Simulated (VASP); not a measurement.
Set up this calculation in VASP 6.6.1, as the native input.

- Task: single point
- Functional: PBEsol
- Potentials or basis: VASP PAW PBE potentials, release 64 (Sr_sv, O)
- Cutoff: 520 eV
- k mesh: 10 × 10 × 6
- Occupations: gaussian, width 0.05 eV
- Spin: no spin polarisation
- Dipole correction: no
- Further INCAR settings: ALGO = Normal; EDIFF = 1e-07; NBANDS = 24

The structure of SrO lies in POSCAR:

```
SrO
1.0
    3.4863037406      0.0000000000      0.0000000000
   -1.7431518703      3.0192276047      0.0000000000
    0.0000000000      0.0000000000      6.1378771614
Sr O
2 2
Direct
    0.0000000000      0.0000000000      0.0000000000
    0.0000000000      0.0000000000      0.5000000000
    0.3333333333      0.6666666667      0.2500000000
    0.6666666667      0.3333333333      0.7500000000
```

This cell differs from its parent crystal: volume scaled by 0.960.

These files were run (other wordings do the same):

INCAR

```
SYSTEM = SrO
ALGO = Normal
EDIFF = 1E-7
ENCUT = 520
GGA = PS
ISIF = 2
ISMEAR = 0
LASPH = .True.
LCHARG = .False.
LREAL = .False.
LWAVE = .False.
NBANDS = 24
NELM = 100
PREC = Accurate
SIGMA = 0.05
```

KPOINTS

```
k-points
0
Gamma
  10 10 6
  0 0 0
```

Potentials or basis: VASP PAW PBE potentials, release 64 (Sr_sv, O).

The run is started by

```sh
$ cat potpaw_PBE.64/Sr_sv/POTCAR potpaw_PBE.64/O/POTCAR > POTCAR
$ mpirun -np 1 vasp_std > vasp.out
```

Results of the run:

- Pressure: 4.9 GPa
- Band gap on the k mesh: 3.40 eV, indirect (the least direct gap lies 3.4 meV higher)

Caveat: the PAW data sets were made with another functional, which shifts forces and pressure a little.

Wall time 2.3 min on 1 thread of Intel(R) Xeon(R) Platinum 8488C (Sapphire Rapids), with other jobs on the host, peak memory 0.23 GiB.
